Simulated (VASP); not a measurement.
# Os3Pd (Pm-3m) in VASP: a series of runs

Runs on Os3Pd. Level: PBE. Tasks: single point, relaxation of cell and atoms.

Program: VASP 6.6.1. These are calculated values, not measurements. Logs are shortened: lines on timing, memory, paths and dates and some standing lists are left out, and cuts for length are marked.

## (1) The cell of the first run

It takes space group Pm-3m (No. 221, cubic). Conventional cell: a = 3.865 Å, b = 3.865 Å, c = 3.865 Å, α = 90.00°, β = 90.00°, γ = 90.00°. Pd (site symmetry m-3m) has 12 Os at 2.73 Å within 3.6 Å. Within 3.6 Å of Os (site symmetry 4/mmm) lie 4 Pd at 2.73 Å and 8 Os at 2.73 Å.

## (2) Single point, PBE

Input file INCAR:

```
SYSTEM = Os3Pd
PREC = Accurate
ENCUT = 520
EDIFF = 1E-6
ISMEAR = 0
SIGMA = 0.1
LREAL = .FALSE.
LASPH = .TRUE.
NELM = 100
ALGO = Normal
ISIF = 2
LWAVE = .FALSE.
LCHARG = .FALSE.
GGA = PE
NBANDS = 25
```

Input file KPOINTS:

```
Automatic mesh
0
G
  12 12 12
  0 0 0
```

Input file POSCAR:

```
Os3Pd
1.0
    3.8653089666      0.0000000000      0.0000000000
    0.0000000000      3.8653089666      0.0000000000
    0.0000000000      0.0000000000      3.8653089666
Pd Os
1 3
Direct
    0.0000000000      0.0000000000      0.0000000000
    0.0000000000      0.5000000000      0.5000000000
    0.5000000000      0.0000000000      0.5000000000
    0.5000000000      0.5000000000      0.0000000000
```

Potentials or basis: VASP PAW PBE potentials, release 64 (Pd, Os).

Launch:

```console
cat potpaw_PBE.64/Pd/POTCAR potpaw_PBE.64/Os/POTCAR > POTCAR
mpirun -np 1 vasp_std > vasp.out
```

OUTCAR:

```text
SYSTEM = Os3Pd
   PREC = Accurate
   ENCUT = 520
   EDIFF = 1E-6
   ISMEAR = 0
   LREAL = .FALSE.
   LASPH = .TRUE.
   NELM = 100
   ISIF = 2
   GGA = PE

 ion  position               nearest neighbor table
   1  0.000  0.000  0.000-   2 2.73   3 2.73   4 2.73   2 2.73   3 2.73   2 2.73   4 2.73   2 2.73
                             3 2.73   4 2.73   3 2.73   4 2.73
   2  0.000  0.500  0.500-   1 2.73   3 2.73   4 2.73   1 2.73   4 2.73   1 2.73   3 2.73   1 2.73
                             3 2.73   4 2.73   4 2.73   3 2.73
   3  0.500  0.000  0.500-   1 2.73   2 2.73   4 2.73   1 2.73   4 2.73   2 2.73   4 2.73   4 2.73
                             1 2.73   2 2.73   1 2.73   2 2.73
   4  0.500  0.500  0.000-   1 2.73   2 2.73   3 2.73   2 2.73   3 2.73   1 2.73   3 2.73   3 2.73
                             1 2.73   2 2.73   2 2.73   1 2.73

  LATTYP: Found a simple cubic cell.
 ALAT       =     3.8653089666

  Lattice vectors:

 A1 = (   3.8653089666,   0.0000000000,   0.0000000000)
 A2 = (   0.0000000000,   3.8653089666,   0.0000000000)
 A3 = (   0.0000000000,   0.0000000000,   3.8653089666)

Analysis of symmetry for initial positions (statically):
=====================================================================
 Subroutine PRICEL returns:
 Original cell was already a primitive cell.

 Routine SETGRP: Setting up the symmetry group for a
 simple cubic supercell.

 Subroutine GETGRP returns: Found 48 space group operations
 (whereof 48 operations were pure point group operations)
 out of a pool of 48 trial point group operations.

The static configuration has the point symmetry O_h .

Analysis of symmetry for dynamics (positions and initial velocities):
=====================================================================
 Subroutine PRICEL returns:
 Original cell was already a primitive cell.

 Routine SETGRP: Setting up the symmetry group for a
 simple cubic supercell.

 Subroutine GETGRP returns: Found 48 space group operations
 (whereof 48 operations were pure point group operations)
 out of a pool of 48 trial point group operations.

The dynamic configuration has the point symmetry O_h .

 Subroutine INISYM returns: Found 48 space group operations
 (whereof 48 operations are pure point group operations),
 and found     1 'primitive' translations

----------------------------------------------------------------------------------------

                                     Primitive cell

  volume of cell :      57.7501

  direct lattice vectors                    reciprocal lattice vectors
     3.865308967  0.000000000  0.000000000     0.258711531  0.000000000  0.000000000
     0.000000000  3.865308967  0.000000000     0.000000000  0.258711531  0.000000000
     0.000000000  0.000000000  3.865308967     0.000000000  0.000000000  0.258711531

  length of vectors
     3.865308967  3.865308967  3.865308967     0.258711531  0.258711531  0.258711531

  position of ions in fractional coordinates (direct lattice)
     0.000000000  0.000000000  0.000000000
     0.000000000  0.500000000  0.500000000
     0.500000000  0.000000000  0.500000000
     0.500000000  0.500000000  0.000000000

  ion indices of the primitive-cell ions
   primitive index   ion index
                 1           1
                 2           2
                 3           3
                 4           4

----------------------------------------------------------------------------------------

 KPOINTS: Automatic mesh

Automatic generation of k-mesh.
 Grid dimensions read from file:
 generate k-points for:   12   12   12

 Generating k-lattice:

  Cartesian coordinates                     Fractional coordinates (reciprocal lattice)
     0.021559294  0.000000000  0.000000000     0.083333333  0.000000000  0.000000000
     0.000000000  0.021559294  0.000000000     0.000000000  0.083333333  0.000000000
     0.000000000  0.000000000  0.021559294     0.000000000  0.000000000  0.083333333

  Length of vectors
     0.021559294  0.021559294  0.021559294

  Shift w.r.t. Gamma in fractional coordinates (k-lattice)
     0.000000000  0.000000000  0.000000000

 Subroutine IBZKPT returns following result:
 ===========================================

 Found     84 irreducible k-points:

 Following reciprocal coordinates:
            Coordinates               Weight
  0.000000  0.000000  0.000000      1.000000
  0.083333  0.000000  0.000000      6.000000
  0.166667  0.000000  0.000000      6.000000
  0.250000  0.000000  0.000000      6.000000
  0.333333  0.000000  0.000000      6.000000
  0.416667  0.000000  0.000000      6.000000
[... 16 lines left out ...]
  0.333333  0.333333  0.000000     12.000000
  0.416667  0.333333  0.000000     24.000000
 [... further k-points ...]
   k-points           NKPTS =     84   k-points in BZ     NKDIM =     84   number of bands    NBANDS=     25
   number of dos      NEDOS =    301   number of ions     NIONS =      4
   total plane-waves  NPLWV =  27000
   dimension x,y,z NGX =    30 NGY =   30 NGZ =   30
   dimension x,y,z NGXF=    60 NGYF=   60 NGZF=   60
   ions per type =               1   3
   NGX,Y,Z   is equivalent  to a cutoff of  12.90, 12.90, 12.90 a.u.
   NGXF,Y,Z  is equivalent  to a cutoff of  25.81, 25.81, 25.81 a.u.
 SYSTEM =  Os3Pd
   PREC   = accura    normal or accurate (medium, high low for compatibility)
   ISTART =      0    job   : 0-new  1-cont  2-samecut
   ICHARG =      2    charge: 1-file 2-atom 10-const
   ISPIN  =      1    spin polarized calculation?
   LNONCOLLINEAR =      F non collinear calculations
   LSORBIT =      F    spin-orbit coupling
   LASPH  =      T    aspherical Exc in radial PAW
   ENCUT  =  520.0 eV  38.22 Ry    6.18 a.u.   7.19  7.19  7.19*2*pi/ulx,y,z
   NELM   =    100;   NELMIN=  2; NELMDL= -5     # of ELM steps
   EDIFF  = 0.1E-05   stopping-criterion for ELM
   LREAL  =      F    real-space projection
   EDIFFG = 0.1E-04   stopping-criterion for IOM
   NSW    =      0    number of steps for IOM
   IBRION =     -1    ionic relax: 0-MD 1-quasi-New 2-CG
   NFREE  =      0    steps in history (QN), initial steepest desc. (CG)
   ISIF   =      2    stress and relaxation
   ISYM   =      2    0-nonsym 1-usesym 2-fastsym
   POTIM  = 0.5000    time-step for ionic-motion
   TEBEG  =    0.0;   TEEND  =   0.0 temperature during run
   PSTRESS=    0.0 pullay stress
   NELECT =      34.0000    total number of electrons
   NUPDOWN=      -1.0000    fix difference up-down
   EMIN   =  10.00;   EMAX   =-10.00  energy-range for DOS
   EFERMI =   0.00;   METHOD = LEGACY
   ISMEAR =     0;   SIGMA  =   0.10  broadening in eV -4-tet -1-fermi 0-gaus
   EFERMI_NEDOS =   21; number of points for ismear=-14 and -15
   IALGO  =     38    algorithm
   IMIX   =      4    mixing-type and parameters
     AMIX     =   0.40;   BMIX     =  1.00
     AMIX_MAG =   1.60;   BMIX_MAG =  1.00
  volume/ion in A,a.u.               =      14.44        97.43
  Fermi-wavevector in a.u.,A,eV,Ry     =   1.372093  2.592880 25.614866  1.882640
  Thomas-Fermi vector in A             =   2.497731
   LORBIT       =      0    0 simple, 1 ext, 2 COOP (PROOUT), +10 PAW based schemes
   GGA     = PE    functional components
   LHFCALC =     F    Hartree Fock is set to
   AEXX    =    0.0000 exact exchange contribution
   IVDW    =     0    specifies the selected vdW correction
   LEPSILON=     F    determine dielectric tensor
   LRPA    =     F    only Hartree local field effects (RPA)
 non-spin polarized calculation
 Gauss-broadening in eV      SIGMA  =   0.10
  energy-cutoff  :      520.00
  volume of cell :       57.75
 maximum number of plane-waves:      1596
 NGX is ok and might be reduce to    30
   NGX = 15   NGY = 15   NGZ = 15

 number of electron      34.0000003 magnetization

 Free energy of the ion-electron system (eV)
  ---------------------------------------------------
  ext. energy  EPLUGINS =         0.00000000
  ---------------------------------------------------
  free energy    TOTEN  =       -37.57523516 eV

  energy without entropy =      -37.55258713  energy(sigma->0) =      -37.56391115

 E-fermi :   9.6298     XC(G=0): -13.7604

 val. band max:        9.6281894855   @ k =   0.2500   0.0833   0.0000
 cond. band min:       9.6300062381   @ k =   0.4167   0.4167   0.0833
 fundamental gap:      0.0018167525
 Fermi energy:         9.6297716852

 k-point     1 :       0.0000    0.0000    0.0000
  band No.  band energies     occupation
      1      -0.5878      2.00000
      2       2.2984      2.00000
      3       2.2984      2.00000
      4       2.3937      2.00000
      5       2.8623      2.00000
      6       2.8623      2.00000
[... 17 lines left out ...]
     24      12.5076      0.00000
     25      20.5641      0.00000

 k-point     2 :       0.0833    0.0000    0.0000
  band No.  band energies     occupation
      1      -0.4873      2.00000
      2       2.3491      2.00000
      3       2.3724      2.00000
      4       2.4661      2.00000
      5       2.9045      2.00000
      6       2.9282      2.00000
[... 17 lines left out ...]
     24      13.1453      0.00000
     25      20.2871      0.00000

 k-point     3 :       0.1667    0.0000    0.0000
  band No.  band energies     occupation
      1      -0.1911      2.00000
      2       2.4821      2.00000
      3       2.5854      2.00000
      4       2.6836      2.00000
      5       3.0293      2.00000
      6       3.1245      2.00000
[... 17 lines left out ...]
     24      14.2562      0.00000
     25      19.5610      0.00000

 k-point     4 :       0.2500    0.0000    0.0000
  band No.  band energies     occupation
      1       0.2822      2.00000
      2       2.6532      2.00000
      3       2.9069      2.00000
      4       3.0261      2.00000
      5       3.2315      2.00000
      6       3.4464      2.00000
[... 17 lines left out ...]
     24      15.4559      0.00000
     25      19.0404      0.00000
[... 477 lines left out ...]
 k-point    22 :       0.5000    0.2500    0.0000
  band No.  band energies     occupation
      1       2.6373      2.00000
      2       3.0894      2.00000
      3       4.1726      2.00000
      4       4.2934      2.00000
      5       4.2952      2.00000
      6       4.6592      2.00000
[... 17 lines left out ...]
     24      15.5476      0.00000
     25      20.1566      0.00000

 k-point    23 :       0.3333    0.3333    0.0000
  band No.  band energies     occupation
      1       2.0807      2.00000
      2       3.6424      2.00000
      3       3.8283      2.00000
      4       4.1302      2.00000
      5       4.1879      2.00000
      6       4.3465      2.00000
[... 17 lines left out ...]
     24      15.3855      0.00000
     25      19.6385      0.00000

 k-point    24 :       0.4167    0.3333    0.0000
  band No.  band energies     occupation
      1       2.6292      2.00000
      2       3.7037      2.00000
      3       3.9772      2.00000
      4       4.3837      2.00000
      5       4.5154      2.00000
      6       4.6186      2.00000
[... 17 lines left out ...]
     24      14.9190      0.00000
     25      20.5565      0.00000

 [... further k-points ...]
[... 5 lines left out ...]
  --------------------------------------------------------------------------------------
  -------------------------------------------------------------------------------------
  Total       -0.1162958     -0.1162958     -0.1162958     -0.0000000      0.0000000     -0.0000000
  in kB       -3.2264270     -3.2264270     -3.2264270     -0.0000000      0.0000000     -0.0000000
  external PRESSURE =      -3.2264270 kB  Pullay stress =       0.0000000 kB

 VOLUME and BASIS-vectors are now :
 -----------------------------------------------------------------------------
  energy-cutoff  :      520.00
  volume of cell :       57.75
      direct lattice vectors                 reciprocal lattice vectors
     3.865308967  0.000000000  0.000000000     0.258711531  0.000000000  0.000000000
     0.000000000  3.865308967  0.000000000     0.000000000  0.258711531  0.000000000
     0.000000000  0.000000000  3.865308967     0.000000000  0.000000000  0.258711531

 POSITION                                       TOTAL-FORCE (eV/Angst)
 -----------------------------------------------------------------------------------
      0.00000      0.00000      0.00000         0.000000      0.000000      0.000000
      0.00000      1.93265      1.93265         0.000000      0.000000      0.000000
      1.93265      0.00000      1.93265         0.000000      0.000000      0.000000
      1.93265      1.93265      0.00000         0.000000      0.000000      0.000000
 -----------------------------------------------------------------------------------
    total drift:                                0.000000      0.000000     -0.000000

  FREE ENERGIE OF THE ION-ELECTRON SYSTEM (eV)
  ---------------------------------------------------
  free  energy   TOTEN  =       -37.5752351607 eV

  energy  without entropy=      -37.5525871344  energy(sigma->0) =      -37.56391115
```

Wall time 65 s (1 thread of Intel Xeon Platinum 8488C (Sapphire Rapids), shared host); peak memory 0.25 GiB.

What came out:

- Free energy: -37.5752 eV
- Pressure: -0.3 GPa
- Band gap on the k mesh: zero (bands 17 and 18 overlap by 2.61 eV)

Levels at points of the mesh, in eV from the Fermi level:
| k point | band 15 | band 16 | band 17 | band 18 | band 19 | band 20 |
| --- | --- | --- | --- | --- | --- | --- |
| (0.00, 0.00, 0.00) | 0.83 | 1.17 | 1.17 | 2.08 | 2.08 | 2.08 |
| (0.50, 0.00, 0.00) | -1.42 | -0.82 | -0.81 | -0.81 | -0.77 | 0.71 |
| (0.50, 0.50, 0.00) | -1.53 | -1.45 | -1.45 | -1.44 | -0.26 | -0.17 |
| (0.50, 0.50, 0.50) | -0.40 | -0.28 | 0.52 | 0.52 | 0.52 | 0.92 |

Caveat: spin-orbit coupling is left out, which moves the levels of the heavy elements.

## (3) Relaxation of cell and atoms, PBE

Input file INCAR:

```
SYSTEM = Os3Pd
  PREC = Accurate
  ENCUT = 600
  EDIFF = 1E-7
  ISMEAR = 0
  SIGMA = 0.1
  LREAL = .FALSE.
  LASPH = .TRUE.
  NELM = 100
  ALGO = Fast
  ISIF = 3
  LWAVE = .FALSE.
  LCHARG = .FALSE.
  GGA = PE
  IBRION = 2
  NSW = 100
  EDIFFG = -0.01
```

KPOINTS is that of step 2.

Input file POSCAR:

```
Os3Pd
1.0
    3.8644853178      0.0000000000      0.0000000000
    0.0000000000      3.8644853178      0.0000000000
    0.0000000000      0.0000000000      3.8644853178
Pd Os
1 3
Direct
    0.0000000000      0.0000000000      0.0000000000
    0.0000000000      0.5000000000      0.5000000000
    0.5000000000      0.0000000000      0.5000000000
    0.5000000000      0.5000000000      0.0000000000
```

Potentials or basis: VASP PAW PBE potentials, release 64 (Pd, Os).

Launch:

```console
cat potpaw_PBE.64/Pd/POTCAR potpaw_PBE.64/Os/POTCAR > POTCAR
mpirun -np 1 vasp_std > vasp.out
```

Wall time 85 s (1 thread of Intel Xeon Platinum 8488C (Sapphire Rapids), shared host); peak memory 0.26 GiB.

Results (log left out):

- Free energy: -37.5782 eV
- Pressure after relaxing: 0.0 GPa
- Band gap on the k mesh: zero (bands 17 and 18 overlap by 2.61 eV)

Final structure:
```cif
data_structure
_symmetry_space_group_name_H-M 'P 1'
_symmetry_Int_Tables_number 1
_cell_length_a 3.8645
_cell_length_b 3.8645
_cell_length_c 3.8645
_cell_angle_alpha 90.000
_cell_angle_beta 90.000
_cell_angle_gamma 90.000
_cell_volume 57.71
loop_
_atom_site_label
_atom_site_type_symbol
_atom_site_fract_x
_atom_site_fract_y
_atom_site_fract_z
_atom_site_occupancy
Pd1 Pd 0.00000 0.00000 0.00000 1
Os1 Os 0.00000 0.50000 0.50000 1
Os2 Os 0.50000 0.00000 0.50000 1
Os3 Os 0.50000 0.50000 0.00000 1
```

Levels at points of the mesh, in eV from the Fermi level:
```
           k point  band 14  band 15  band 16  band 17  band 18  band 19  band 20  band 21
(0.00, 0.00, 0.00)     0.83     0.83     1.17     1.17     2.08     2.08     2.08     2.19
(0.50, 0.00, 0.00)    -1.92    -1.42    -0.82    -0.82    -0.82    -0.77     0.72     0.98
(0.50, 0.50, 0.00)    -1.53    -1.53    -1.46    -1.46    -1.44    -0.26    -0.17     1.77
(0.50, 0.50, 0.50)    -0.40    -0.40    -0.29     0.52     0.52     0.53     0.92     0.92
```

Caveat: the relaxation stopped at its first step, so nothing moved; spin-orbit coupling is left out, which moves the levels of the heavy elements.
